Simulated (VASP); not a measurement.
The system is Br.

```
Br
1.0
    -1.28677    1.72000    3.57799
     1.28677   -1.72000    3.57799
     1.28677    1.72000   -3.57799
Br
1
Direct
  0.00000 0.00000 0.00000
```

```yaml
Program: VASP 6.6.1
Task: relaxation of cell and atoms
Functional: PBEsol
Potentials_or_basis: VASP PAW PBE potentials, release 64 (Br)
Cutoff: 600 eV
k_mesh: 13 × 13 × 13
Occupations: fermi-dirac, width 0.05 eV
Spin: no spin polarisation
```

At the start: pressure -0.9 GPa; volume 31.68 Å³/atom.

Question: Where does the relaxation end?

Answer: Over 5 steps the energy falls by 3.2 meV/atom and the volume is 30.84 Å³/atom (-2.6 %); space group Immm (No. 71, to 0.05 Å).

The path:
| step | energy change (eV) | largest force (eV/Å) | pressure (GPa) | volume (Å³) |
| --- | --- | --- | --- | --- |
| 1 | 0.0000 | 0.0000 | -0.95 | 31.68 |
| 2 | 0.0011 | 0.0000 | 0.97 | 30.82 |
| 3 | -0.0024 | 0.0000 | -0.11 | 31.28 |
| 4 | -0.0027 | 0.0000 | -0.10 | 31.17 |
| 5 | -0.0032 | 0.0000 | -0.02 | 30.84 |

Final structure:
```
Br
1.0
    -1.27565    1.68865    3.57945
     1.27565   -1.68865    3.57945
     1.27565    1.68865   -3.57945
Br
1
Direct
  0.00000 0.00000 0.00000
```

Caveat: the PAW data sets were made with another functional, which shifts forces and pressure a little; an odd number of electrons without spin polarisation forces a metal; a magnetic or distorted state may lie lower.
